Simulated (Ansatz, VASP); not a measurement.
One calculation of C, two programs

The input INCAR:

```
PREC     = Accurate       # precision mode
ENCUT    = 520            # plane-wave cutoff, eV
EDIFF    = 1E-6           # SCF threshold, eV
ISMEAR   = 0              # smearing method
SIGMA    = 0.02           # smearing width, eV
LREAL    = F              # projectors in reciprocal space
LASPH    = T              # aspherical terms in the spheres
NELM     = 80             # most SCF steps
ALGO     = Normal         # electronic algorithm
ISIF     = 2              # what is computed and relaxed
LWAVE    = F              # write WAVECAR
LCHARG   = T              # write CHGCAR
GGA      = PS             # functional
LELF     = T              # ELF
LVHAR    = T            
NBANDS   = 11             # bands
```

The input KPOINTS:

```
Automatic mesh
0
Gamma
  12 12 12
```

Contents of POSCAR:

```
C
1.0
    0.0000000000      1.7433448360      1.7433448360
    1.7433448360      0.0000000000      1.7433448360
    1.7433448360      1.7433448360      0.0000000000
C
2
Direct
    0.5000000000      0.5000000000      0.5000000000
    0.7500000000      0.7500000000      0.7500000000
```

Input for Ansatz:

```yaml
crystal:
  lattice:
    - [0.0, 1.743344836, 1.743344836]
    - [1.743344836, 0.0, 1.743344836]
    - [1.743344836, 1.743344836, 0.0]
  atoms:
    - { symbol: C, position: [0.5, 0.5, 0.5] }
    - { symbol: C, position: [0.75, 0.75, 0.75] }
basis:
  ecutwfc: 420
kpoints:
  mp_grid: { grid: [12, 12, 12] }
hamiltonian:
  xc: pbesol
scf:
  occupations: { method: gaussian, width: 0.02 }
output:
  forces: true
  stress: true
  eigenvalues: true
```

Alike in both runs: task single point; functional PBEsol; k mesh 12 × 12 × 12; occupations gaussian, width 0.02 eV; no spin polarisation.

|  | VASP | Ansatz |
| --- | --- | --- |
| version | VASP 6.6.1 | Ansatz 0.2.0 |
| potentials or method | VASP PAW PBE potentials, release 64 (C), cutoff 520 eV | scalar-relativistic, plane waves, PAW |
| valence electrons in the cell | 8 | 8 |

Ansatz gave:

```
gap on the k mesh at the Fermi level (eV) : 4.20
least direct gap on the mesh (eV)         : 5.73
pressure (GPa)                            : 28.6
```

What did VASP give for the same quantities?

gap on the k mesh at the Fermi level (eV): 4.20; least direct gap on the mesh (eV): 5.73; pressure (GPa): 30.0.

VASP's potentials were made for PBE, not for PBEsol. Both programs put the cell under a high pressure, so it lies far from rest at this level.
